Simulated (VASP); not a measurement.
# CdSe (F-43m) in VASP: notebook, part 2 of 2

VASP 6.6.1. Earlier steps stand in the parts before.

## 5. Relaxation of cell and atoms, PBE

This run uses another cell than the first one, of 28.94 Å³/atom, 0.943 times its volume.

The input, INCAR:

```
SYSTEM = CdSe
ALGO = Normal ; EDIFF = 1E-6
EDIFFG = -0.01 ; ENCUT = 600
GGA = PE ; IBRION = 2
ISIF = 3 ; ISMEAR = -1
LASPH = .TRUE. ; LCHARG = .FALSE.
LREAL = .FALSE. ; LWAVE = .FALSE.
NELM = 100 ; NSW = 60
PREC = Accurate ; SIGMA = 0.05
```

The input, KPOINTS:

```
k-points
0
G
  8 8 8
  0 0 0
```

The input, POSCAR:

```
CdSe
1.0
    0.0000000000      3.0702711986      3.0702711986
    3.0702711986      0.0000000000      3.0702711986
    3.0702711986      3.0702711986      0.0000000000
Cd Se
1 1
Direct
    0.0000000000      0.0000000000      0.0000000000
    0.2500000000      0.2500000000      0.2500000000
```

Potentials or basis: VASP PAW PBE potentials, release 64 (Cd, Se).

Run with:

```sh
cat potpaw_PBE.64/Cd/POTCAR potpaw_PBE.64/Se/POTCAR > POTCAR
mpirun -np 1 vasp_std > vasp.out
```

OUTCAR:

```text
SYSTEM = CdSe
   EDIFF = 1E-6
   EDIFFG = -0.01
   ENCUT = 600
   GGA = PE
   IBRION = 2
   ISIF = 3
   ISMEAR = -1
   LASPH = .TRUE.
   LREAL = .FALSE.
   NELM = 100
   NSW = 60
   PREC = Accurate

 ion  position               nearest neighbor table
   1  0.000  0.000  0.000-   2 2.66   2 2.66   2 2.66   2 2.66
   2  0.250  0.250  0.250-   1 2.66   1 2.66   1 2.66   1 2.66

  LATTYP: Found a face centered cubic cell.
 ALAT       =     6.1405423972

  Lattice vectors:

 A1 = (   0.0000000000,   3.0702711986,   3.0702711986)
 A2 = (   3.0702711986,   0.0000000000,   3.0702711986)
 A3 = (   3.0702711986,   3.0702711986,   0.0000000000)

Analysis of symmetry for initial positions (statically):
=====================================================================
 Subroutine PRICEL returns:
 Original cell was already a primitive cell.

 Routine SETGRP: Setting up the symmetry group for a
 face centered cubic supercell.

 Subroutine GETGRP returns: Found 24 space group operations
 (whereof 24 operations were pure point group operations)
 out of a pool of 48 trial point group operations.

The static configuration has the point symmetry T_d .

Analysis of symmetry for dynamics (positions and initial velocities):
=====================================================================
 Subroutine PRICEL returns:
 Original cell was already a primitive cell.

 Routine SETGRP: Setting up the symmetry group for a
 face centered cubic supercell.

 Subroutine GETGRP returns: Found 24 space group operations
 (whereof 24 operations were pure point group operations)
 out of a pool of 48 trial point group operations.

The dynamic configuration has the point symmetry T_d .

 Subroutine INISYM returns: Found 24 space group operations
 (whereof 24 operations are pure point group operations),
 and found     1 'primitive' translations

----------------------------------------------------------------------------------------

                                     Primitive cell

  volume of cell :      57.8842

  direct lattice vectors                    reciprocal lattice vectors
     0.000000000  3.070271199  3.070271199    -0.162852063  0.162852063  0.162852063
     3.070271199  0.000000000  3.070271199     0.162852063 -0.162852063  0.162852063
     3.070271199  3.070271199  0.000000000     0.162852063  0.162852063 -0.162852063

  length of vectors
     4.342019169  4.342019169  4.342019169     0.282068048  0.282068048  0.282068048

  position of ions in fractional coordinates (direct lattice)
     0.000000000  0.000000000  0.000000000
     0.250000000  0.250000000  0.250000000

  ion indices of the primitive-cell ions
   primitive index   ion index
                 1           1
                 2           2

----------------------------------------------------------------------------------------

 KPOINTS: k-points

Automatic generation of k-mesh.
 Grid dimensions read from file:
 generate k-points for:    8    8    8

 Generating k-lattice:

  Cartesian coordinates                     Fractional coordinates (reciprocal lattice)
    -0.020356508  0.020356508  0.020356508     0.125000000  0.000000000  0.000000000
     0.020356508 -0.020356508  0.020356508     0.000000000  0.125000000  0.000000000
     0.020356508  0.020356508 -0.020356508     0.000000000  0.000000000  0.125000000
[... 45 lines left out ...]
   NGX,Y,Z   is equivalent  to a cutoff of  13.78, 13.78, 13.78 a.u.
   NGXF,Y,Z  is equivalent  to a cutoff of  27.57, 27.57, 27.57 a.u.
 SYSTEM =  CdSe
   PREC   = accura    normal or accurate (medium, high low for compatibility)
   ISTART =      0    job   : 0-new  1-cont  2-samecut
   ICHARG =      2    charge: 1-file 2-atom 10-const
   ISPIN  =      1    spin polarized calculation?
   LNONCOLLINEAR =      F non collinear calculations
   LSORBIT =      F    spin-orbit coupling
   LASPH  =      T    aspherical Exc in radial PAW
   ENCUT  =  600.0 eV  44.10 Ry    6.64 a.u.   8.67  8.67  8.67*2*pi/ulx,y,z
   NELM   =    100;   NELMIN=  2; NELMDL= -5     # of ELM steps
   EDIFF  = 0.1E-05   stopping-criterion for ELM
   LREAL  =      F    real-space projection
   EDIFFG = -.1E-01   stopping-criterion for IOM
   NSW    =     60    number of steps for IOM
   IBRION =      2    ionic relax: 0-MD 1-quasi-New 2-CG
   NFREE  =      1    steps in history (QN), initial steepest desc. (CG)
   ISIF   =      3    stress and relaxation
   ISYM   =      2    0-nonsym 1-usesym 2-fastsym
   POTIM  = 0.5000    time-step for ionic-motion
   TEBEG  =    0.0;   TEEND  =   0.0 temperature during run
   PSTRESS=    0.0 pullay stress
   NELECT =      18.0000    total number of electrons
   NUPDOWN=      -1.0000    fix difference up-down
   EMIN   =  10.00;   EMAX   =-10.00  energy-range for DOS
   EFERMI =   0.00;   METHOD = LEGACY
   ISMEAR =    -1;   SIGMA  =   0.05  broadening in eV -4-tet -1-fermi 0-gaus
   EFERMI_NEDOS =   21; number of points for ismear=-14 and -15
   IALGO  =     38    algorithm
   IMIX   =      4    mixing-type and parameters
     AMIX     =   0.40;   BMIX     =  1.00
     AMIX_MAG =   1.60;   BMIX_MAG =  1.00
  volume/ion in A,a.u.               =      28.94       195.31
  Fermi-wavevector in a.u.,A,eV,Ry     =   1.109121  2.095935 16.737199  1.230149
  Thomas-Fermi vector in A             =   2.245657
   LORBIT       =      0    0 simple, 1 ext, 2 COOP (PROOUT), +10 PAW based schemes
   GGA     = PE    functional components
   LHFCALC =     F    Hartree Fock is set to
   AEXX    =    0.0000 exact exchange contribution
   IVDW    =     0    specifies the selected vdW correction
   LEPSILON=     F    determine dielectric tensor
   LRPA    =     F    only Hartree local field effects (RPA)
 conjugate gradient relaxation of ions
 non-spin polarized calculation
  energy-cutoff  :      600.00
  volume of cell :       57.88
 maximum number of plane-waves:      1964
   NGX = 17   NGY = 17   NGZ = 17

--------------------------------------- Ionic step        1  -------------------------------------------

 number of electron      17.9999997 magnetization

 Free energy of the ion-electron system (eV)
  ---------------------------------------------------
  ext. energy  EPLUGINS =         0.00000000
  ---------------------------------------------------
  free energy    TOTEN  =        -5.49018835 eV

  energy without entropy =       -5.49016352  energy(sigma->0) =       -5.49017593

------------------------ aborting loop because EDIFF is reached ----------------------------------------

  FORCE on cell =-STRESS in cart. coord.  units (eV):
  Direction    XX          YY          ZZ          XY          YZ          ZX
  --------------------------------------------------------------------------------------
  -------------------------------------------------------------------------------------
  Total        0.5507260      0.5507260      0.5507260     -0.0000000     -0.0000000     -0.0000000
  in kB       15.2435443     15.2435443     15.2435443     -0.0000000     -0.0000000     -0.0000000
  external PRESSURE =      15.2435443 kB  Pullay stress =       0.0000000 kB
[... 59 lines left out ...]
--------------------------------------- Ionic step        3  -------------------------------------------

 number of electron      18.0000000 magnetization

 Free energy of the ion-electron system (eV)
  ---------------------------------------------------
  ext. energy  EPLUGINS =         0.00000000
  ---------------------------------------------------
  free energy    TOTEN  =        -5.49874432 eV

  energy without entropy =       -5.49869948  energy(sigma->0) =       -5.49872190

 E-fermi :   0.7667     XC(G=0):  -8.6147

 val. band max:        0.4826287362   @ k =   0.0000   0.0000   0.0000
 cond. band min:       0.9667352787   @ k =   0.0000   0.0000   0.0000
 fundamental gap:      0.4841065425
 Fermi energy:         0.7666524224

 k-point     1 :       0.0000    0.0000    0.0000
  band No.  band energies     occupation
      1     -11.7918      2.00000
      2      -7.2686      2.00000
      3      -7.2686      2.00000
      4      -7.2686      2.00000
      5      -6.9553      2.00000
      6      -6.9553      2.00000
      7       0.4826      1.99320
      8       0.4826      1.99320
      9       0.4826      1.99320
     10       0.9667      0.03591
     11       6.4100      0.00000
     12       6.4100      0.00000
     13       6.4100      0.00000
[... 354 lines left out ...]
  band No.  band energies     occupation
      1     -11.4199      2.00000
      2      -7.1580      2.00000
      3      -7.1381      2.00000
      4      -6.9702      2.00000
      5      -6.9411      2.00000
      6      -6.6301      2.00000
      7      -3.3507      2.00000
      8      -1.3121      2.00000
      9      -0.6082      2.00000
     10       4.1836      0.00000
     11       5.9693      0.00000
     12       7.1789      0.00000
     13       8.3335      0.00000

 [... further k-points ...]
[... 5 lines left out ...]
  --------------------------------------------------------------------------------------
  -------------------------------------------------------------------------------------
  Total        0.0044326      0.0044326      0.0044326     -0.0000000      0.0000000     -0.0000000
  in kB        0.1188815      0.1188815      0.1188815     -0.0000000      0.0000000     -0.0000000
  external PRESSURE =       0.1188815 kB  Pullay stress =       0.0000000 kB
[... 17 lines left out ...]
  FREE ENERGIE OF THE ION-ELECTRON SYSTEM (eV)
  ---------------------------------------------------
  free  energy   TOTEN  =        -5.4987443212 eV

  energy  without entropy=       -5.4986994794  energy(sigma->0) =       -5.49872190

 reached required accuracy - stopping structural energy minimisation
```

OSZICAR:

```text
N       E                     dE             d eps       ncg     rms          rms(c)
DAV:   1     0.119102096348E+03    0.11910E+03   -0.95727E+03   754   0.138E+03
DAV:   2    -0.568029305079E+00   -0.11967E+03   -0.11340E+03   864   0.304E+02
DAV:   3    -0.584077232479E+01   -0.52727E+01   -0.52596E+01   894   0.659E+01
[... 24 lines left out ...]
DAV:   3    -0.549883172892E+01    0.10206E-02   -0.28202E-03   784   0.586E-01    0.217E-01
DAV:   4    -0.549874526116E+01    0.86468E-04   -0.18296E-04   774   0.135E-01    0.354E-02
DAV:   5    -0.549874317580E+01    0.20854E-05   -0.33021E-05   864   0.835E-02    0.143E-02
DAV:   6    -0.549874443643E+01   -0.12606E-05   -0.56269E-06   804   0.331E-02    0.492E-03
DAV:   7    -0.549874432115E+01    0.11527E-06   -0.49253E-07   547   0.536E-03
   3 F= -.54987443E+01 E0= -.54987219E+01  d E =-.855597E-02
```

Run time: 24 s. Hardware: 1 thread of Intel Xeon 6975P-C (Granite Rapids), shared host; peak memory 0.23 GiB.

What came out:

```yaml
Free_energy: -5.4987 eV
Relaxed_volume: 29.87 Å³/atom
Relaxed_cell: a = 4.388 Å, b = 4.388 Å, c = 4.388 Å, α = 60.00°, β = 60.00°, γ = 60.00°
Space_group_after_relaxing_to_0.05_Å: F-43m (No. 216)
Energy_gained_by_relaxing: 4.3 meV/atom
Ionic_steps: 3
Pressure_after_relaxing: 0.0 GPa
Band_gap_on_the_k_mesh: 0.48 eV, direct
```

Step by step:
```csv
step,energy change (eV),largest force (eV/Å),pressure (GPa),volume (Å³)
1,0.0000,0.0000,1.52,57.88
2,-0.0080,0.0000,-0.35,60.22
3,-0.0086,0.0000,0.01,59.74
```

Final structure:
```yaml
crystal:
  lattice:
    - [0.00000, 3.10271, 3.10271]
    - [3.10271, 0.00000, 3.10271]
    - [3.10271, 3.10271, 0.00000]
  atoms:
    - { symbol: Cd, position: [0.00000, 0.00000, 0.00000] }
    - { symbol: Se, position: [0.25000, 0.25000, 0.25000] }
```

PBE gaps usually lie below the measured ones, often by a third to a half.

## 6. Single point, revPBE+D3(BJ)

This run uses another cell than the first one, of 28.22 Å³/atom, 0.920 times its volume.

The input, INCAR:

```
  ALGO = Normal
  EDIFF = 1E-6
  ENCUT = 520
  GGA = RE
  ISIF = 2
  ISMEAR = -1
  IVDW = 12
  LASPH = True
  LCHARG = False
  LREAL = False
  LWAVE = False
  NBANDS = 16
  NELM = 100
  PREC = Accurate
  SIGMA = 0.05
```

The input, KPOINTS:

```
k-points
0
Gamma
  8 8 8
```

The input, POSCAR:

```
CdSe
1.0
    0.0000000000      3.0443582124      3.0443582124
    3.0443582124      0.0000000000      3.0443582124
    3.0443582124      3.0443582124      0.0000000000
Cd Se
1 1
Direct
    0.0000000000      0.0000000000      0.0000000000
    0.2500000000      0.2500000000      0.2500000000
```

Potentials or basis: VASP PAW PBE potentials, release 64 (Cd, Se).

Run with:

```sh
cat potpaw_PBE.64/Cd/POTCAR potpaw_PBE.64/Se/POTCAR > POTCAR
mpirun -np 1 vasp_std > vasp.out
```

Run time: 18 s. Hardware: 1 thread of AMD EPYC 7R43 (Zen 3), shared host; peak memory 0.16 GiB.

It converged, with:

```
Free energy                : -6.0996 eV
Pressure                   : 0.3 GPa
Band gap on the k mesh     : 0.73 eV, direct
Dispersion energy per atom : -0.609 eV
```

Levels at points of the mesh, in eV from the valence-band top:
```csv
k point,band 5,band 6,band 7,band 8,band 9,band 10,band 11,band 12,band 13,band 14
"(0.00, 0.00, 0.00)",-7.56,-7.56,0.00,0.00,0.00,0.73,5.99,5.99,5.99,9.97
"(0.50, 0.00, 0.00)",-7.53,-7.26,-4.33,-0.74,-0.74,2.49,6.51,6.51,7.57,10.22
"(0.50, 0.50, 0.00)",-7.50,-7.19,-4.03,-1.83,-1.83,3.28,3.83,9.25,10.29,10.29
```

Caveat: the PAW data sets were made with another functional, which shifts forces and pressure a little. A hybrid or GW would open this gap; revPBE tends to underestimate it.

## 7. Overview

```tsv
task	level	cell	cutoff (eV)	smearing	gap on the mesh (eV)	pressure (GPa)
single point	PBE	a = 4.427 Å, angles 60.0°, 2 atoms	520	fermi-dirac 0.05 eV	0.43	-1.1
single point	PBE	a = 4.342 Å, angles 60.0°, 2 atoms	520	gaussian 0.011 eV	0.55	1.6
single point	PBE	a = 4.382 Å, angles 60.0°, 2 atoms	520	fermi-dirac 0.05 eV	0.49	0.2
relaxation of cell and atoms	PBE	relaxed from a = 4.342 Å, angles 60.0°, 2 atoms	600	fermi-dirac 0.05 eV	0.48	0.0
single point	revPBE+D3(BJ)	a = 4.305 Å, angles 60.0°, 2 atoms	520	fermi-dirac 0.05 eV	0.73	0.3
```

Alike in all rows: potentials or basis VASP PAW PBE potentials, release 64 (Cd, Se); no spin polarisation; k mesh 8 × 8 × 8.

Caveats: the PAW data sets were made with another functional, which shifts forces and pressure a little (some runs).

Total energies depend on the potentials used, so only differences within one code and one set of settings carry meaning.
